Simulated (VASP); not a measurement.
Here is a VASP 6.6.1 calculation.

The input INCAR:

```
PREC = Accurate
ENCUT = 520
EDIFF = 1E-6
ISMEAR = 0
SIGMA = 0.1
LREAL = False
LASPH = True
NELM = 80
ALGO = Normal
ISIF = 2
LWAVE = False
LCHARG = False
LDIPOL = True
IDIPOL = 3
DIPOL = 0.5 0.5 0.295
GGA = PE
NBANDS = 32
```

KPOINTS

```
Automatic mesh
0
Gamma
  5 5 1
```

POSCAR

```
Al6H
1.0
    5.7135165837      0.0000000000      0.0000000000
    0.0000000000      5.7135165837      0.0000000000
    0.0000000000      0.0000000000     22.1746954375
Al H
12 2
Direct
    0.2500000000      0.2500000000      0.1803857921
    0.2500000000      0.7500000000      0.1803857921
    0.7500000000      0.2500000000      0.1803857921
    0.7500000000      0.7500000000      0.1803857921
    0.0000000000      0.0000000000      0.2744050924
    0.0000000000      0.5000000000      0.2744050924
    0.5000000000      0.0000000000      0.2744050924
    0.5000000000      0.5000000000      0.2744050924
    0.2500000000      0.2500000000      0.3686497278
    0.2500000000      0.7500000000      0.3686497278
    0.7500000000      0.2500000000      0.3686497278
    0.7500000000      0.7500000000      0.3686497278
    0.0000000000     -0.0656338342      0.4178048562
    0.0000000000      0.0656338342      0.4178048562
```

Potentials or basis: VASP PAW PBE potentials, release 64 (Al, H).

Launch:

```console
$ cat potpaw_PBE.64/Al/POTCAR potpaw_PBE.64/H/POTCAR > POTCAR
$ mpirun -np 1 vasp_std > vasp.out
```

(1) Predict the largest force.

(2) What does it give for the band gap on the k mesh?

## Answers

(1) 2.723 eV/Å.

(2) zero (band 19 reaches -0.24 eV, above the bottom of band 20 at -0.99 eV).
